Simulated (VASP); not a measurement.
# W (Im-3m) in VASP: a series of runs

Runs on W. Level: r2SCAN. Tasks: single point, relaxation of cell and atoms.

Everything below comes from runs of VASP 6.6.1. Logs are shortened: lines on timing, memory, paths and dates and some standing lists are left out, and cuts for length are marked.

## (1) The cell of the first run

The structure is cubic, space group Im-3m (No. 229). Conventional cell: a = 3.168 Å, b = 3.168 Å, c = 3.168 Å, α = 90.00°, β = 90.00°, γ = 90.00°. W (site symmetry m-3m) has 14 W at 2.74 to 3.17 Å within 3.6 Å.

## (2) Single point, r2SCAN

Contents of POSCAR:

```
W
1.0
   -1.5842005352      1.5842005352      1.5842005352
    1.5842005352     -1.5842005352      1.5842005352
    1.5842005352      1.5842005352     -1.5842005352
W
1
Direct
    0.0000000000      0.0000000000      0.0000000000
```

Contents of INCAR.step1:

```
PREC = Accurate ; ENCUT = 520
ISMEAR = 0 ; SIGMA = 0.1
LREAL = F ; LASPH = T
NELM = 100 ; NBANDS = 13
GGA = PE ; ALGO = Normal
EDIFF = 1E-4 ; LWAVE = T
LCHARG = F
```

Contents of INCAR.step2:

```
PREC = Accurate ; ENCUT = 520
EDIFF = 1E-7 ; ISMEAR = 0
SIGMA = 0.1 ; LREAL = F
LASPH = T ; NELM = 100
ALGO = Normal ; ISIF = 2
LWAVE = F ; LCHARG = F
METAGGA = R2SCAN ; LMIXTAU = T
NBANDS = 13 ; ISTART = 1
```

Contents of KPOINTS:

```
Automatic mesh
0
Gamma
  18 18 18
```

Potentials or basis: VASP PAW PBE potentials, release 64 (W_sv).

The run is started by

```
cat potpaw_PBE.64/W_sv/POTCAR > POTCAR
cp INCAR.step1 INCAR
mpirun -np 1 vasp_std > vasp.out
cp INCAR.step2 INCAR
mpirun -np 1 vasp_std > vasp.out
```

OUTCAR:

```text
PREC = Accurate
   ENCUT = 520
   EDIFF = 1E-7
   ISMEAR = 0
   LREAL = F
   LASPH = T
   NELM = 100
   ISIF = 2
   METAGGA = R2SCAN
   ISTART = 1

 ion  position               nearest neighbor table
   1  0.000  0.000  0.000-

  LATTYP: Found a body centered cubic cell.
 ALAT       =     3.1684010704

  Lattice vectors:

 A1 = (  -1.5842005352,   1.5842005352,   1.5842005352)
 A2 = (   1.5842005352,  -1.5842005352,   1.5842005352)
 A3 = (   1.5842005352,   1.5842005352,  -1.5842005352)

Analysis of symmetry for initial positions (statically):
=====================================================================
 Subroutine PRICEL returns:
 Original cell was already a primitive cell.

 Routine SETGRP: Setting up the symmetry group for a
 body centered cubic supercell.

 Subroutine GETGRP returns: Found 48 space group operations
 (whereof 48 operations were pure point group operations)
 out of a pool of 48 trial point group operations.

The static configuration has the point symmetry O_h .

Analysis of symmetry for dynamics (positions and initial velocities):
=====================================================================
 Subroutine PRICEL returns:
 Original cell was already a primitive cell.

 Routine SETGRP: Setting up the symmetry group for a
 body centered cubic supercell.

 Subroutine GETGRP returns: Found 48 space group operations
 (whereof 48 operations were pure point group operations)
 out of a pool of 48 trial point group operations.

The dynamic configuration has the point symmetry O_h .

 Subroutine INISYM returns: Found 48 space group operations
 (whereof 48 operations are pure point group operations),
 and found     1 'primitive' translations

----------------------------------------------------------------------------------------

                                     Primitive cell

  volume of cell :      15.9034

  direct lattice vectors                    reciprocal lattice vectors
    -1.584200535  1.584200535  1.584200535     0.000000000  0.315616608  0.315616608
     1.584200535 -1.584200535  1.584200535     0.315616608  0.000000000  0.315616608
     1.584200535  1.584200535 -1.584200535     0.315616608  0.315616608  0.000000000

  length of vectors
     2.743915816  2.743915816  2.743915816     0.446349288  0.446349288  0.446349288

  position of ions in fractional coordinates (direct lattice)
[... 83 lines left out ...]
   ISIF   =      2    stress and relaxation
   ISYM   =      2    0-nonsym 1-usesym 2-fastsym
   POTIM  = 0.5000    time-step for ionic-motion
   TEBEG  =    0.0;   TEEND  =   0.0 temperature during run
   PSTRESS=    0.0 pullay stress
   NELECT =      14.0000    total number of electrons
   NUPDOWN=      -1.0000    fix difference up-down
   EMIN   =  10.00;   EMAX   =-10.00  energy-range for DOS
   EFERMI =   0.00;   METHOD = LEGACY
   ISMEAR =     0;   SIGMA  =   0.10  broadening in eV -4-tet -1-fermi 0-gaus
   EFERMI_NEDOS =   21; number of points for ismear=-14 and -15
   IALGO  =     38    algorithm
   IMIX   =      4    mixing-type and parameters
     AMIX     =   0.40;   BMIX     =  1.00
     AMIX_MAG =   1.60;   BMIX_MAG =  1.00
  volume/ion in A,a.u.               =      15.90       107.32
  Fermi-wavevector in a.u.,A,eV,Ry     =   1.568992  2.964965 33.493944  2.461735
  Thomas-Fermi vector in A             =   2.670941
   LORBIT       =      0    0 simple, 1 ext, 2 COOP (PROOUT), +10 PAW based schemes
   METAGGA = R2SCAN    functional components
   LHFCALC =     F    Hartree Fock is set to
   AEXX    =    0.0000 exact exchange contribution
   IVDW    =     0    specifies the selected vdW correction
   LEPSILON=     F    determine dielectric tensor
   LRPA    =     F    only Hartree local field effects (RPA)
 non-spin polarized calculation
 Gauss-broadening in eV      SIGMA  =   0.10
  energy-cutoff  :      520.00
  volume of cell :       15.90
 maximum number of plane-waves:       444
   NGX = 11   NGY = 11   NGZ = 11

 number of electron      14.0000003 magnetization

 Free energy of the ion-electron system (eV)
  ---------------------------------------------------
  ext. energy  EPLUGINS =         0.00000000
  ---------------------------------------------------
  free energy    TOTEN  =       -51.34755535 eV

  energy without entropy =      -51.34396183  energy(sigma->0) =      -51.34575859

 E-fermi :  11.2364     XC(G=0): -14.9371

 val. band max:       11.2263087788   @ k =  -0.1667   0.1667   0.0556
 cond. band min:      11.2483421333   @ k =  -0.3889   0.3889   0.2778
 fundamental gap:      0.0220333545
 Fermi energy:        11.2363876086

 k-point     1 :       0.0000    0.0000    0.0000
  band No.  band energies     occupation
      1     -64.8688      2.00000
      2     -27.7344      2.00000
      3     -27.7344      2.00000
      4     -27.7344      2.00000
      5       1.1322      2.00000
      6       9.9681      2.00000
      7       9.9681      2.00000
      8       9.9681      2.00000
      9      13.8020      0.00000
     10      13.8020      0.00000
     11      26.4942      0.00000
     12      26.4942      0.00000
     13      26.4942      0.00000
[... 354 lines left out ...]
  band No.  band energies     occupation
      1     -64.7195      2.00000
      2     -29.0092      2.00000
      3     -28.2102      2.00000
      4     -27.8018      2.00000
      5       5.1552      2.00000
      6       7.6659      2.00000
      7      10.5247      2.00000
      8      13.4861      0.00000
      9      14.8848      0.00000
     10      17.8494      0.00000
     11      22.7151      0.00000
     12      24.4239      0.00000
     13      28.7895      0.00000

 [... further k-points ...]

------------------------ aborting loop because EDIFF is reached ----------------------------------------

  FORCE on cell =-STRESS in cart. coord.  units (eV):
  Direction    XX          YY          ZZ          XY          YZ          ZX
  --------------------------------------------------------------------------------------
  -------------------------------------------------------------------------------------
  Total        0.1231170      0.1231170      0.1231170     -0.0000000     -0.0000000     -0.0000000
  in kB       12.4033213     12.4033213     12.4033213     -0.0000000     -0.0000000     -0.0000000
  external PRESSURE =      12.4033213 kB  Pullay stress =       0.0000000 kB

 VOLUME and BASIS-vectors are now :
 -----------------------------------------------------------------------------
  energy-cutoff  :      520.00
  volume of cell :       15.90
      direct lattice vectors                 reciprocal lattice vectors
    -1.584200535  1.584200535  1.584200535     0.000000000  0.315616608  0.315616608
     1.584200535 -1.584200535  1.584200535     0.315616608  0.000000000  0.315616608
     1.584200535  1.584200535 -1.584200535     0.315616608  0.315616608  0.000000000

 POSITION                                       TOTAL-FORCE (eV/Angst)
 -----------------------------------------------------------------------------------
      0.00000      0.00000      0.00000        -0.000000      0.000000      0.000000
 -----------------------------------------------------------------------------------
    total drift:                                0.000000     -0.000000      0.000000

  FREE ENERGIE OF THE ION-ELECTRON SYSTEM (eV)
  ---------------------------------------------------
  free  energy   TOTEN  =       -51.3475553460 eV

  energy  without entropy=      -51.3439618305  energy(sigma->0) =      -51.34575859
```

OUTCAR.step1:

```text
PREC = Accurate
   ENCUT = 520
   ISMEAR = 0
   LREAL = F
   LASPH = T
[... 599 lines left out ...]

 POSITION                                       TOTAL-FORCE (eV/Angst)
 -----------------------------------------------------------------------------------
      0.00000      0.00000      0.00000        -0.000000      0.000000     -0.000000
 -----------------------------------------------------------------------------------
    total drift:                                0.000000     -0.000000      0.000000

  FREE ENERGIE OF THE ION-ELECTRON SYSTEM (eV)
  ---------------------------------------------------
  free  energy   TOTEN  =       -12.9470718392 eV

  energy  without entropy=      -12.9435826968  energy(sigma->0) =      -12.94532727
```

Wall time 74 s (1 thread of Intel Xeon Platinum 8488C (Sapphire Rapids), shared host); peak memory 0.15 GiB.

What came out:

- Free energy: -51.3476 eV
- Pressure: 1.2 GPa
- Band gap on the k mesh: zero (band 7 reaches 16.56 eV, above the bottom of band 8 at 9.97 eV)

Caveat: the PAW data sets were made with another functional, which shifts forces and pressure a little; spin-orbit coupling is left out, which moves the levels of the heavy elements.

## (3) Relaxation of cell and atoms, r2SCAN

Contents of POSCAR:

```
W
1.0
   -1.5851577801      1.5851577801      1.5851577801
    1.5851577801     -1.5851577801      1.5851577801
    1.5851577801      1.5851577801     -1.5851577801
W
1
Direct
    0.0000000000      0.0000000000      0.0000000000
```

Contents of INCAR.step1:

```
SYSTEM = W
  ALGO = Normal
  EDIFF = 1E-4
  ENCUT = 600
  GGA = PE
  ISMEAR = 0
  LASPH = .True.
  LCHARG = .False.
  LREAL = .False.
  LWAVE = .True.
  NELM = 80
  PREC = Accurate
  SIGMA = 0.1
```

Contents of INCAR.step2:

```
SYSTEM = W
  ALGO = Normal
  EDIFF = 1E-6
  EDIFFG = -0.01
  ENCUT = 600
  IBRION = 2
  ISIF = 3
  ISMEAR = 0
  ISTART = 1
  LASPH = .True.
  LCHARG = .False.
  LMIXTAU = .True.
  LREAL = .False.
  LWAVE = .False.
  METAGGA = R2SCAN
  NELM = 80
  NSW = 100
  PREC = Accurate
  SIGMA = 0.1
```

Contents of KPOINTS:

```
k-points
0
Gamma
  18 18 18
  0 0 0
```

Potentials or basis: VASP PAW PBE potentials, release 64 (W_sv).

The run is started by

```
cat potpaw_PBE.64/W_sv/POTCAR > POTCAR
cp INCAR.step1 INCAR
mpirun -np 1 vasp_std > vasp.out
cp INCAR.step2 INCAR
mpirun -np 1 vasp_std > vasp.out
```

Wall time 1.8 min (1 thread of Intel Xeon 6975P-C (Granite Rapids), shared host); peak memory 0.18 GiB.

Results (log left out):

```yaml
Free_energy: -51.3483 eV
Relaxed_volume: 15.97 Å³/atom
Relaxed_cell: a = 2.748 Å, b = 2.748 Å, c = 2.748 Å, α = 109.47°, β = 109.47°, γ = 109.47°
Space_group_after_relaxing_to_0.05_Å: Im-3m (No. 229)
Energy_gained_by_relaxing: 0.1 meV/atom
Ionic_steps: 3
Pressure_after_relaxing: 0.0 GPa
Band_gap_on_the_k_mesh: zero (band 7 reaches 16.47 eV, above the bottom of band 8 at 9.92 eV)
```

Final structure:
```xyz
1
Lattice="-1.5863 1.5863 1.5863 1.5863 -1.5863 1.5863 1.5863 1.5863 -1.5863" Properties=species:S:1:pos:R:3 pbc="T T T"
W     0.0000    0.0000    0.0000
```

Levels at points of the mesh, in eV from the Fermi level:
| k point | band 5 | band 6 | band 7 | band 8 | band 9 | band 10 |
| --- | --- | --- | --- | --- | --- | --- |
| (0.00, 0.00, 0.00) | -10.08 | -1.26 | -1.26 | -1.26 | 2.56 | 2.56 |
| (0.50, 0.00, 0.00) | -6.51 | -3.71 | 0.51 | 2.39 | 3.43 | 6.29 |
| (0.50, 0.50, 0.50) | -5.95 | -5.95 | 5.30 | 5.30 | 5.30 | 8.49 |

Caveat: the PAW data sets were made with another functional, which shifts forces and pressure a little; spin-orbit coupling is left out, which moves the levels of the heavy elements.
